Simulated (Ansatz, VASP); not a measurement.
**Two plane-wave programs on ZnCu**

```
CELL_PARAMETERS angstrom
2.94500 0.00000 0.00000
0.00000 2.94500 0.00000
0.00000 0.00000 2.94500
ATOMIC_POSITIONS crystal
Zn 0.50000 0.50000 0.50000
Cu 0.00000 0.00000 0.00000
```

Alike in both runs: task single point; functional PBE; k mesh 14 × 14 × 14; occupations gaussian, width 0.05 eV; no spin polarisation.

```csv
,VASP,Ansatz
version,VASP 6.6.1,Ansatz 0.2.0
potentials or method,"VASP PAW PBE potentials, release 64 (Zn, Cu), cutoff 520 eV","scalar-relativistic, plane waves, PAW"
valence electrons in the cell,23,31
```

|  | VASP | Ansatz | Ansatz less VASP |
| --- | --- | --- | --- |
| pressure (GPa) | 2.8 | 2.2 | -0.54 |

VASP's potentials hold 23 valence electrons a cell and Ansatz's 31, so a difference there can come from the potentials and not from the codes.
